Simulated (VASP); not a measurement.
# CdSe (rocksalt type) (Fm-3m) in VASP: density of states with PBEsol

Aim: the density of states of CdSe (rocksalt type) with PBEsol.

Everything below comes from runs of VASP 6.6.1. Logs are shortened: lines on timing, memory, paths and dates and some standing lists are left out, and cuts for length are marked.

## 1. The cell of the first run

The structure is cubic, space group Fm-3m (No. 225). The conventional cell has a = 5.628 Å, b = 5.628 Å, c = 5.628 Å, α = 90.00°, β = 90.00°, γ = 90.00°. Cd (site symmetry m-3m) has 6 Se at 2.81 Å within 3.7 Å. Se (site symmetry m-3m) has 6 Cd at 2.81 Å within 3.7 Å.

## 2. Density of states, PBEsol

The input, POSCAR:

```
CdSe
1.0
    0.0000000000      2.8139040447      2.8139040447
    2.8139040447      0.0000000000      2.8139040447
    2.8139040447      2.8139040447      0.0000000000
Cd Se
1 1
Direct
    0.0000000000      0.0000000000      0.0000000000
    0.5000000000      0.5000000000      0.5000000000
```

The input, INCAR.step1:

```
SYSTEM = CdSe
  PREC = Accurate
  ENCUT = 520
  EDIFF = 1E-6
  ISMEAR = -1
  SIGMA = 0.05
  LREAL = .FALSE.
  LASPH = .TRUE.
  NELM = 60
  ALGO = Normal
  ISIF = 2
  LWAVE = .FALSE.
  LCHARG = .TRUE.
  GGA = PS
  NBANDS = 16
```

The input, KPOINTS.step1:

```
regular mesh
0
G
  12 12 12
  0 0 0
```

The input, INCAR.step2:

```
SYSTEM = CdSe
  PREC = Accurate
  ENCUT = 520
  EDIFF = 1E-6
  ISMEAR = -5
  SIGMA = 0.05
  LREAL = .FALSE.
  LASPH = .TRUE.
  NELM = 60
  ALGO = Normal
  ISIF = 2
  LWAVE = .FALSE.
  LCHARG = .FALSE.
  GGA = PS
  LORBIT = 10
  NBANDS = 16
  NEDOS = 2001
  ICHARG = 11
```

The input, KPOINTS.step2:

```
regular mesh
0
G
  18 18 18
  0 0 0
```

Potentials or basis: VASP PAW PBE potentials, release 64 (Cd, Se).

Launch:

```sh
$ cat potpaw_PBE.64/Cd/POTCAR potpaw_PBE.64/Se/POTCAR > POTCAR
$ cp INCAR.step1 INCAR
$ cp KPOINTS.step1 KPOINTS
$ mpirun -np 1 vasp_std > vasp.out
$ cp INCAR.step2 INCAR
$ cp KPOINTS.step2 KPOINTS
$ mpirun -np 1 vasp_std > vasp.out
```

OUTCAR:

```text
SYSTEM = CdSe
   PREC = Accurate
   ENCUT = 520
   EDIFF = 1E-6
   ISMEAR = -5
   LREAL = .FALSE.
   LASPH = .TRUE.
   NELM = 60
   ISIF = 2
   GGA = PS
   LORBIT = 10
   ICHARG = 11

 ion  position               nearest neighbor table
   1  0.000  0.000  0.000-   2 2.81   2 2.81   2 2.81   2 2.81   2 2.81   2 2.81
   2  0.500  0.500  0.500-   1 2.81   1 2.81   1 2.81   1 2.81   1 2.81   1 2.81

  LATTYP: Found a face centered cubic cell.
 ALAT       =     5.6278080894

  Lattice vectors:

 A1 = (   0.0000000000,   2.8139040447,   2.8139040447)
 A2 = (   2.8139040447,   0.0000000000,   2.8139040447)
 A3 = (   2.8139040447,   2.8139040447,   0.0000000000)

Analysis of symmetry for initial positions (statically):
=====================================================================
 Subroutine PRICEL returns:
 Original cell was already a primitive cell.

 Routine SETGRP: Setting up the symmetry group for a
 face centered cubic supercell.

 Subroutine GETGRP returns: Found 48 space group operations
 (whereof 48 operations were pure point group operations)
 out of a pool of 48 trial point group operations.

The static configuration has the point symmetry O_h .

Analysis of symmetry for dynamics (positions and initial velocities):
=====================================================================
 Subroutine PRICEL returns:
 Original cell was already a primitive cell.

 Routine SETGRP: Setting up the symmetry group for a
 face centered cubic supercell.

 Subroutine GETGRP returns: Found 48 space group operations
 (whereof 48 operations were pure point group operations)
 out of a pool of 48 trial point group operations.

The dynamic configuration has the point symmetry O_h .

 Subroutine INISYM returns: Found 48 space group operations
 (whereof 48 operations are pure point group operations),
 and found     1 'primitive' translations

----------------------------------------------------------------------------------------

                                     Primitive cell

  volume of cell :      44.5613

  direct lattice vectors                    reciprocal lattice vectors
     0.000000000  2.813904045  2.813904045    -0.177689073  0.177689073  0.177689073
     2.813904045  0.000000000  2.813904045     0.177689073 -0.177689073  0.177689073
     2.813904045  2.813904045  0.000000000     0.177689073  0.177689073 -0.177689073

  length of vectors
     3.979461263  3.979461263  3.979461263     0.307766502  0.307766502  0.307766502

  position of ions in fractional coordinates (direct lattice)
     0.000000000  0.000000000  0.000000000
[... 84 lines left out ...]
   IBRION =     -1    ionic relax: 0-MD 1-quasi-New 2-CG
   NFREE  =      0    steps in history (QN), initial steepest desc. (CG)
   ISIF   =      2    stress and relaxation
   ISYM   =      2    0-nonsym 1-usesym 2-fastsym
   POTIM  = 0.5000    time-step for ionic-motion
   TEBEG  =    0.0;   TEEND  =   0.0 temperature during run
   PSTRESS=    0.0 pullay stress
   NELECT =      18.0000    total number of electrons
   NUPDOWN=      -1.0000    fix difference up-down
   EMIN   =  10.00;   EMAX   =-10.00  energy-range for DOS
   EFERMI =   0.00;   METHOD = LEGACY
   ISMEAR =    -5;   SIGMA  =   0.05  broadening in eV -4-tet -1-fermi 0-gaus
   EFERMI_NEDOS =   21; number of points for ismear=-14 and -15
   IALGO  =     38    algorithm
   IMIX   =      4    mixing-type and parameters
     AMIX     =   0.40;   BMIX     =  1.00
     AMIX_MAG =   1.60;   BMIX_MAG =  1.00
  volume/ion in A,a.u.               =      22.28       150.36
  Fermi-wavevector in a.u.,A,eV,Ry     =   1.210170  2.286890 19.925888  1.464511
  Thomas-Fermi vector in A             =   2.345725
   LORBIT       =     10    0 simple, 1 ext, 2 COOP (PROOUT), +10 PAW based schemes
   GGA     = PS    functional components
   LHFCALC =     F    Hartree Fock is set to
   AEXX    =    0.0000 exact exchange contribution
   IVDW    =     0    specifies the selected vdW correction
   LEPSILON=     F    determine dielectric tensor
   LRPA    =     F    only Hartree local field effects (RPA)
 non-spin polarized calculation
 Fermi weights with tetrahedron method with Bloechl corrections
  energy-cutoff  :      520.00
  volume of cell :       44.56
 maximum number of plane-waves:      1243
 NGX is ok and might be reduce to    30

 number of electron      17.9999992 magnetization

 Free energy of the ion-electron system (eV)
  ---------------------------------------------------
  ext. energy  EPLUGINS =         0.00000000
  ---------------------------------------------------
  free energy    TOTEN  =        -5.99090009 eV

  energy without entropy =       -5.99090009  energy(sigma->0) =       -5.99090009

 E-fermi :   2.6479     XC(G=0): -10.4936

 val. band max:        2.6919089403   @ k =  -0.2778   0.1111   0.0000
 cond. band min:       2.7014418566   @ k =   0.4444   0.3889   0.0000
 fundamental gap:      0.0095329163
 Fermi energy:         2.6478620548

 k-point     1 :       0.0000    0.0000    0.0000
  band No.  band energies     occupation
      1     -10.6216      2.00000
      2      -5.2990      2.00000
      3      -5.2990      2.00000
      4      -5.2726      2.00000
      5      -5.2726      2.00000
      6      -5.2726      2.00000
[... 433 lines left out ...]
      3      -5.4134      2.00000
      4      -5.3240      2.00000
      5      -5.2051      2.00000
      6      -5.1816      2.00000
[... 8 lines left out ...]
     15      12.4895      0.00000
     16      13.5580      0.00000

 [... further k-points ...]
[... 5 lines left out ...]
  --------------------------------------------------------------------------------------
  -------------------------------------------------------------------------------------
  Total        0.1231017      0.1231017      0.1231017     -0.0000000      0.0000000     -0.0000000
  in kB        4.4260533      4.4260533      4.4260533     -0.0000000      0.0000000     -0.0000000
  external PRESSURE =       4.4260533 kB  Pullay stress =       0.0000000 kB

 VOLUME and BASIS-vectors are now :
 -----------------------------------------------------------------------------
  energy-cutoff  :      520.00
  volume of cell :       44.56
      direct lattice vectors                 reciprocal lattice vectors
     0.000000000  2.813904045  2.813904045    -0.177689073  0.177689073  0.177689073
     2.813904045  0.000000000  2.813904045     0.177689073 -0.177689073  0.177689073
     2.813904045  2.813904045  0.000000000     0.177689073  0.177689073 -0.177689073

 POSITION                                       TOTAL-FORCE (eV/Angst)
 -----------------------------------------------------------------------------------
      0.00000      0.00000      0.00000        -0.000000     -0.000000     -0.000000
      2.81390      2.81390      2.81390         0.000000      0.000000      0.000000
 -----------------------------------------------------------------------------------
    total drift:                               -0.000000      0.000000      0.000000

  FREE ENERGIE OF THE ION-ELECTRON SYSTEM (eV)
  ---------------------------------------------------
  free  energy   TOTEN  =        -5.9909000874 eV

  energy  without entropy=       -5.9909000874  energy(sigma->0) =       -5.99090009

 total charge

# of ion       s       p       d       tot
------------------------------------------
    1        0.411   0.261   9.564  10.236
    2        1.463   2.355   0.023   3.841
--------------------------------------------------
tot          1.874   2.616   9.587  14.077
```

OUTCAR.step1:

```text
SYSTEM = CdSe
   PREC = Accurate
   ENCUT = 520
   EDIFF = 1E-6
   ISMEAR = -1
   LREAL = .FALSE.
[... 678 lines left out ...]
      0.00000      0.00000      0.00000         0.000000     -0.000000     -0.000000
      2.81390      2.81390      2.81390        -0.000000      0.000000      0.000000
 -----------------------------------------------------------------------------------
    total drift:                               -0.000000      0.000000      0.000000

  FREE ENERGIE OF THE ION-ELECTRON SYSTEM (eV)
  ---------------------------------------------------
  free  energy   TOTEN  =        -5.9929560481 eV

  energy  without entropy=       -5.9882562076  energy(sigma->0) =       -5.99060613
```

OSZICAR.step1:

```text
N       E                     dE             d eps       ncg     rms          rms(c)
DAV:   1     0.108464311904E+03    0.10846E+03   -0.89997E+03  2328   0.104E+03
DAV:   2    -0.267052347690E+01   -0.11113E+03   -0.10418E+03  2712   0.255E+02
DAV:   3    -0.639467083659E+01   -0.37241E+01   -0.37166E+01  2776   0.487E+01
DAV:   4    -0.640551762667E+01   -0.10847E-01   -0.10846E-01  2848   0.263E+00
DAV:   5    -0.640556195251E+01   -0.44326E-04   -0.44326E-04  2848   0.149E-01    0.586E+00
DAV:   6    -0.601877106546E+01    0.38679E+00   -0.60304E-01  3104   0.104E+01    0.496E+00
DAV:   7    -0.599530759694E+01    0.23463E-01   -0.11335E-01  2800   0.245E+00    0.236E+00
DAV:   8    -0.599326383039E+01    0.20438E-02   -0.13392E-02  2552   0.145E+00    0.253E-01
DAV:   9    -0.599297259406E+01    0.29124E-03   -0.15414E-03  2872   0.542E-01    0.397E-02
DAV:  10    -0.599295012849E+01    0.22466E-04   -0.18356E-04  2808   0.174E-01    0.296E-02
DAV:  11    -0.599295810169E+01   -0.79732E-05   -0.23954E-05  2728   0.435E-02    0.127E-02
DAV:  12    -0.599295621229E+01    0.18894E-05   -0.54781E-06  2680   0.253E-02    0.360E-03
DAV:  13    -0.599295604809E+01    0.16421E-06   -0.45885E-07  1336   0.530E-03
   1 F= -.59929560E+01 E0= -.59906061E+01  d E =-.469984E-02
```

Wall time 45 s (1 thread of Intel Xeon 6975P-C (Granite Rapids), shared host); peak memory 0.27 GiB.

Results:

* Valence electrons inside the program's atomic spheres: Cd 10.24; Se 3.84

Caveat: the PAW data sets were made with another functional, which shifts forces and pressure a little; tetrahedron occupations give inexact forces and stress in metals.
